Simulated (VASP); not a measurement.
# CrO2 (R-3m) in VASP: notebook, part 2 of 3

VASP 6.6.1.

## 3. Single point, PBE, collinear spin, ferromagnetic start

This run uses another cell than the first one, of 12.28 Å³/atom.

Input file INCAR:

```
  PREC = Accurate
  ENCUT = 700
  EDIFF = 1E-6
  ISMEAR = -1
  SIGMA = 0.05
  LREAL = F
  LASPH = T
  NELM = 200
  ALGO = Normal
  ISIF = 2
  LWAVE = F
  LCHARG = F
  ISPIN = 2
  MAGMOM = 4.5 0 0
  LORBIT = 11
  LMAXMIX = 4
  GGA = PE
  NBANDS = 24
  GGA_COMPAT = F
```

Input file KPOINTS:

```
Automatic mesh
0
Gamma
  10 10 10
```

Input file POSCAR:

```
CrO2
1.0
    1.4899679969      0.8602334241      4.7899538005
   -1.4899679969      0.8602334241      4.7899538005
    0.0000000000     -1.7204668482      4.7899538005
Cr O
1 2
Direct
    0.5000000000      0.5000000000      0.5000000000
    0.2309180000      0.2309180000      0.2309180000
    0.7690820000      0.7690820000      0.7690820000
```

Potentials or basis: VASP PAW PBE potentials, release 64 (Cr_sv, O).

Launch:

```sh
cat potpaw_PBE.64/Cr_sv/POTCAR potpaw_PBE.64/O/POTCAR > POTCAR
mpirun -np 1 vasp_std > vasp.out
```

OUTCAR:

```text
PREC = Accurate
   ENCUT = 700
   EDIFF = 1E-6
   ISMEAR = -1
   LREAL = F
   LASPH = T
   NELM = 200
   ISIF = 2
   ISPIN = 2
   LORBIT = 11
   GGA = PE

 ion  position               nearest neighbor table
   1  0.500  0.500  0.500-   2 1.95   2 1.95   3 1.95   3 1.95   2 1.95   3 1.95
   2  0.231  0.231  0.231-   1 1.95   1 1.95   1 1.95
   3  0.769  0.769  0.769-   1 1.95   1 1.95   1 1.95

  LATTYP: Found a trigonal (rhomboedric) cell.
 ALAT       =     5.0895641844
 COS(alpha) =     0.8285953163

  Lattice vectors:

 A1 = (   1.4899679969,   0.8602334241,   4.7899538005)
 A2 = (  -1.4899679969,   0.8602334241,   4.7899538005)
 A3 = (   0.0000000000,  -1.7204668482,   4.7899538005)

Analysis of symmetry for initial positions (statically):
=====================================================================
 Subroutine PRICEL returns:
 Original cell was already a primitive cell.

 Routine SETGRP: Setting up the symmetry group for a
 trigonal (rhombohedral) supercell.

 Subroutine GETGRP returns: Found 12 space group operations
 (whereof 12 operations were pure point group operations)
 out of a pool of 12 trial point group operations.

The static configuration has the point symmetry D_3d.

Analysis of symmetry for dynamics (positions and initial velocities):
=====================================================================
 Subroutine PRICEL returns:
 Original cell was already a primitive cell.

 Routine SETGRP: Setting up the symmetry group for a
 trigonal (rhombohedral) supercell.

 Subroutine GETGRP returns: Found 12 space group operations
 (whereof 12 operations were pure point group operations)
 out of a pool of 12 trial point group operations.

The dynamic configuration has the point symmetry D_3d.

Analysis of structural, dynamic, and magnetic symmetry:
=====================================================================
 Subroutine PRICEL returns:
 Original cell was already a primitive cell.

 Routine SETGRP: Setting up the symmetry group for a
 trigonal (rhombohedral) supercell.

 Subroutine GETGRP returns: Found 12 space group operations
 (whereof 12 operations were pure point group operations)
 out of a pool of 12 trial point group operations.

The overall configuration has the point symmetry D_3d.

 Subroutine INISYM returns: Found 12 space group operations
 (whereof 12 operations are pure point group operations),
 and found     1 'primitive' translations

----------------------------------------------------------------------------------------

                                     Primitive cell

  volume of cell :      36.8363

  direct lattice vectors                    reciprocal lattice vectors
     1.489967997  0.860233424  4.789953801     0.335577678  0.193745862  0.069590094
    -1.489967997  0.860233424  4.789953801    -0.335577678  0.193745862  0.069590094
     0.000000000 -1.720466848  4.789953801     0.000000000 -0.387491725  0.069590094

  length of vectors
     5.089564184  5.089564184  5.089564184     0.393691018  0.393691018  0.393691018

  position of ions in fractional coordinates (direct lattice)
     0.500000000  0.500000000  0.500000000
     0.230918000  0.230918000  0.230918000
     0.769082000  0.769082000  0.769082000

  ion indices of the primitive-cell ions
   primitive index   ion index
[... 71 lines left out ...]
   LSORBIT =      F    spin-orbit coupling
   LASPH  =      T    aspherical Exc in radial PAW
   ENCUT  =  700.0 eV  51.45 Ry    7.17 a.u.  10.98 10.98 10.98*2*pi/ulx,y,z
   NELM   =    200;   NELMIN=  2; NELMDL= -5     # of ELM steps
   EDIFF  = 0.1E-05   stopping-criterion for ELM
   LREAL  =      F    real-space projection
   EDIFFG = 0.1E-04   stopping-criterion for IOM
   NSW    =      0    number of steps for IOM
   IBRION =     -1    ionic relax: 0-MD 1-quasi-New 2-CG
   NFREE  =      0    steps in history (QN), initial steepest desc. (CG)
   ISIF   =      2    stress and relaxation
   ISYM   =      2    0-nonsym 1-usesym 2-fastsym
   POTIM  = 0.5000    time-step for ionic-motion
   TEBEG  =    0.0;   TEEND  =   0.0 temperature during run
   PSTRESS=    0.0 pullay stress
   NELECT =      26.0000    total number of electrons
   NUPDOWN=      -1.0000    fix difference up-down
   EMIN   =  10.00;   EMAX   =-10.00  energy-range for DOS
   EFERMI =   0.00;   METHOD = LEGACY
   ISMEAR =    -1;   SIGMA  =   0.05  broadening in eV -4-tet -1-fermi 0-gaus
   EFERMI_NEDOS =   21; number of points for ismear=-14 and -15
   IALGO  =     38    algorithm
   IMIX   =      4    mixing-type and parameters
     AMIX     =   0.40;   BMIX     =  1.00
     AMIX_MAG =   1.60;   BMIX_MAG =  1.00
  volume/ion in A,a.u.               =      12.28        82.86
  Fermi-wavevector in a.u.,A,eV,Ry     =   1.457608  2.754479 28.907215  2.124620
  Thomas-Fermi vector in A             =   2.574389
   LORBIT       =     11    0 simple, 1 ext, 2 COOP (PROOUT), +10 PAW based schemes
   GGA     = PE    functional components
   LHFCALC =     F    Hartree Fock is set to
   AEXX    =    0.0000 exact exchange contribution
   IVDW    =     0    specifies the selected vdW correction
   LEPSILON=     F    determine dielectric tensor
   LRPA    =     F    only Hartree local field effects (RPA)
 spin polarized calculation
  energy-cutoff  :      700.00
  volume of cell :       36.84
 maximum number of plane-waves:      1571
 NGX is ok and might be reduce to    48
   NGX = 21   NGY = 21   NGZ = 21

 number of electron      25.9999999 magnetization       2.0000306

 Free energy of the ion-electron system (eV)
  ---------------------------------------------------
  ext. energy  EPLUGINS =         0.00000000
  ---------------------------------------------------
  free energy    TOTEN  =       -24.81455205 eV

  energy without entropy =      -24.79964022  energy(sigma->0) =      -24.80709613

 E-fermi :   3.5898     XC(G=0): -10.1285

 val. band max:        3.5791303507   @ k =   0.5000   0.3000   0.2000
 cond. band min:       3.6032258719   @ k =   0.4000   0.3000   0.1000
 fundamental gap:      0.0240955212
 Fermi energy:         3.5897913554

 spin component 1

 k-point     1 :       0.0000    0.0000    0.0000
  band No.  band energies     occupation
      1     -69.7524      1.00000
      2     -41.0366      1.00000
      3     -40.9525      1.00000
      4     -40.9525      1.00000
      5     -15.5260      1.00000
      6     -13.4156      1.00000
[... 637 lines left out ...]
     23      23.2120      0.00000
     24      23.7974      0.00000

 [... further k-points ...]

 spin component 2

 k-point     1 :       0.0000    0.0000    0.0000
  band No.  band energies     occupation
      1     -67.4322      1.00000
      2     -38.7176      1.00000
      3     -38.7176      1.00000
      4     -38.6754      1.00000
      5     -15.5895      1.00000
      6     -13.5499      1.00000
[... 637 lines left out ...]
     23      23.6105      0.00000
     24      24.1698      0.00000

 [... further k-points ...]

------------------------ aborting loop because EDIFF is reached ----------------------------------------

  FORCE on cell =-STRESS in cart. coord.  units (eV):
  Direction    XX          YY          ZZ          XY          YZ          ZX
  --------------------------------------------------------------------------------------
  -------------------------------------------------------------------------------------
  Total       -2.6553932     -2.6553932     -0.6159416     -0.0000000      0.0000000      0.0000000
  in kB     -115.4951091   -115.4951091    -26.7900984     -0.0000000      0.0000000      0.0000000
  external PRESSURE =     -85.9267722 kB  Pullay stress =       0.0000000 kB

 VOLUME and BASIS-vectors are now :
 -----------------------------------------------------------------------------
  energy-cutoff  :      700.00
  volume of cell :       36.84
      direct lattice vectors                 reciprocal lattice vectors
     1.489967997  0.860233424  4.789953801     0.335577678  0.193745862  0.069590094
    -1.489967997  0.860233424  4.789953801    -0.335577678  0.193745862  0.069590094
     0.000000000 -1.720466848  4.789953801     0.000000000 -0.387491725  0.069590094

 POSITION                                       TOTAL-FORCE (eV/Angst)
 -----------------------------------------------------------------------------------
      0.00000      0.00000      7.18493         0.000000      0.000000     -0.000000
      0.00000      0.00000      3.31826         0.000000      0.000000     -0.355551
      0.00000      0.00000     11.05160         0.000000     -0.000000      0.355551
 -----------------------------------------------------------------------------------
    total drift:                                0.000000      0.000000      0.000000

  FREE ENERGIE OF THE ION-ELECTRON SYSTEM (eV)
  ---------------------------------------------------
  free  energy   TOTEN  =       -24.8145520478 eV

  energy  without entropy=      -24.7996402183  energy(sigma->0) =      -24.80709613

 total charge

# of ion       s       p       d       tot
------------------------------------------
    1        2.142   6.033   3.372  11.547
    2        1.574   3.407   0.000   4.980
    3        1.574   3.407   0.000   4.980
--------------------------------------------------
tot          5.289  12.847   3.372  21.508

 magnetization (x)

# of ion       s       p       d       tot
------------------------------------------
    1        0.014   0.008   1.971   1.993
    2       -0.001  -0.089   0.000  -0.090
    3       -0.001  -0.089   0.000  -0.090
--------------------------------------------------
tot          0.012  -0.170   1.971   1.812
```

OSZICAR:

```text
N       E                     dE             d eps       ncg     rms          rms(c)
DAV:   1     0.403404645241E+03    0.40340E+03   -0.16193E+04 12208   0.328E+03
DAV:   2    -0.278403386365E+01   -0.40619E+03   -0.38195E+03 13056   0.604E+02
DAV:   3    -0.289789695049E+02   -0.26195E+02   -0.25795E+02 14888   0.147E+02
DAV:   4    -0.314462007181E+02   -0.24672E+01   -0.24473E+01 20288   0.331E+01
DAV:   5    -0.314945120261E+02   -0.48311E-01   -0.48274E-01 13904   0.440E+00    0.315E+01
DAV:   6    -0.305132551275E+02    0.98126E+00   -0.80869E+01 16632   0.109E+02    0.497E+01
DAV:   7    -0.256971581460E+02    0.48161E+01   -0.11624E+02 15776   0.108E+02    0.116E+01
DAV:   8    -0.248520987493E+02    0.84506E+00   -0.30899E+00 16296   0.235E+01    0.429E+00
DAV:   9    -0.248063713307E+02    0.45727E-01   -0.74125E-01 17824   0.940E+00    0.266E+00
DAV:  10    -0.248124957300E+02   -0.61244E-02   -0.47696E-02 17168   0.189E+00    0.137E+00
DAV:  11    -0.248136910014E+02   -0.11953E-02   -0.10553E-02 17600   0.121E+00    0.696E-01
DAV:  12    -0.248150624937E+02   -0.13715E-02   -0.22659E-03 15520   0.515E-01    0.377E-01
DAV:  13    -0.248145857724E+02    0.47672E-03   -0.17775E-03 18888   0.559E-01    0.176E-01
DAV:  14    -0.248145508934E+02    0.34879E-04   -0.55584E-04 16488   0.232E-01    0.566E-02
DAV:  15    -0.248145485955E+02    0.22979E-05   -0.85755E-05 17352   0.819E-02    0.191E-02
DAV:  16    -0.248145515744E+02   -0.29789E-05   -0.51236E-06 14968   0.201E-02    0.596E-03
DAV:  17    -0.248145520478E+02   -0.47342E-06   -0.60109E-07  9552   0.845E-03
   1 F= -.24814552E+02 E0= -.24807096E+02  d E =-.149118E-01  mag=     2.0000
```

stdout:

```text
POSCAR found type information on POSCAR CrO
 POSCAR found :  2 types and       3 ions
 scaLAPACK will be used
 LDA part: xc-table for (Slater+PW92), standard interpolation
 POSCAR, INCAR and KPOINTS ok, starting setup
 FFT: planning ... GRIDC
 FFT: planning ... GRID_SOFT
 FFT: planning ... GRID
 WAVECAR not read
 entering main loop
```

Run time: 18 min. Hardware: 1 thread of Intel Xeon Platinum 8375C at 2.90GHz (Ice Lake), shared host; peak memory 0.55 GiB.

What came out:

- Free energy: -24.8146 eV
- Pressure: -8.6 GPa
- Largest force: 0.356 eV/Å
- Band gap on the k mesh: zero (filled and empty bands overlap)
- Net moment: 2.00 μB per cell
- Site moments: Cr +1.99; O -0.09 μB
- Valence electrons inside the program's atomic spheres: Cr 11.55; O 4.98

Forces in eV/Å, atoms in the order of the input:
```
Cr   0.000  0.000  0.000
O    0.000  0.000 -0.356
O    0.000  0.000  0.356
```

Caveat: the stress differs along the axes, from -12 to -3 GPa; a cell with one magnetic atom can't hold antiferromagnetic order, which such compounds often take; semilocal functionals often make such compounds metallic where correlation or magnetic order opens a gap, which also shifts bond lengths. With open d or f shells a metallic result of PBE can be an artefact of self-interaction; +U or a hybrid may open a gap.

(Continued in part 3 of 3.)

The gap in the log of VASP goes by the Fermi energy; the results here count the filled bands.